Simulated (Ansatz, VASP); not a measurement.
Two plane-wave programs on CoW3

INCAR

```
SYSTEM = CoW3
  PREC = Accurate
  ENCUT = 600
  EDIFF = 1E-6
  ISMEAR = -1
  SIGMA = 0.05
  LREAL = .False.
  LASPH = .True.
  NELM = 200
  ALGO = Normal
  ISIF = 2
  LWAVE = .False.
  LCHARG = .True.
  ISPIN = 2
  MAGMOM = 0 0 0 1
  LORBIT = 11
  NUPDOWN = 1.0
  LMAXMIX = 4
  GGA = PS
  LELF = .True.
  LVHAR = .True.
  NBANDS = 38
  GGA_COMPAT = .False.
```

KPOINTS

```
regular mesh
0
Gamma
  6 6 6
  0 0 0
```

POSCAR

```
CoW3
1.0
    3.9073510000      0.0000000000      0.0000000000
    0.0000000000      3.9073510000      0.0000000000
    0.0000000000      0.0000000000      3.9073510000
W Co
3 1
Direct
    0.5000000000      0.5000000000      0.0000000000
    0.5000000000      0.0000000000      0.5000000000
    0.0000000000      0.5000000000      0.5000000000
    0.0000000000      0.0000000000      0.0000000000
```

Contents of input.yaml:

```yaml
crystal:
  lattice:
    - [3.907351, 0.0, 0.0]
    - [0.0, 3.907351, 0.0]
    - [0.0, 0.0, 3.907351]
  atoms:
    - { symbol: W, position: [0.5, 0.5, 0.0] }
    - { symbol: W, position: [0.5, 0.0, 0.5] }
    - { symbol: W, position: [0.0, 0.5, 0.5] }
    - { symbol: Co, position: [0.0, 0.0, 0.0], spin: 1.0 }
hamiltonian:
  xc: pbesol
  pseudopotentials: { kind: paw }
magnetization:
  spin_polarized: true
  initial_magnetization: 1.0
  spin_locking: { lock_magnetization: hard }
kpoints:
  mp_grid: { grid: [6, 6, 6] }
scf:
  occupations: { method: fermi_dirac, width: 0.05 }
  lower_state_search: "off"
output:
  forces: true
  stress: true
  eigenvalues: true
```

Alike in both runs: task single point; functional PBEsol; k mesh 6 × 6 × 6; occupations fermi-dirac, width 0.05 eV; collinear spin; fixed moment 1 μB.

|  | VASP | Ansatz |
| --- | --- | --- |
| version | VASP 6.6.1 | Ansatz 0.2.0 |
| potentials or method | VASP PAW PBE potentials, release 64 (W_sv, Co) | Ansatz PAW |
| plane-wave cutoff (eV) | 600 | 420 |
| valence electrons in the cell | 51 | 59 |

|  | VASP | Ansatz | Ansatz less VASP |
| --- | --- | --- | --- |
| pressure (GPa) | -9.3 | -9.9 | -0.60 |
| net moment per atom (μB) | 0.25 | 0.25 | 0.000 |
| size of the moment on the site where the two differ most (μB) | 0.71 | 0.72 | +0.018 |

VASP's potentials were made for PBE, not for PBEsol. Site moments also hang on the region over which each program counts them. With one functional, cell and mesh, what is left measures potentials, basis and numerics. VASP's potentials hold 51 valence electrons a cell and Ansatz's 59, so a difference there can come from the potentials and not from the codes.

Neither program's run includes spin-orbit coupling.
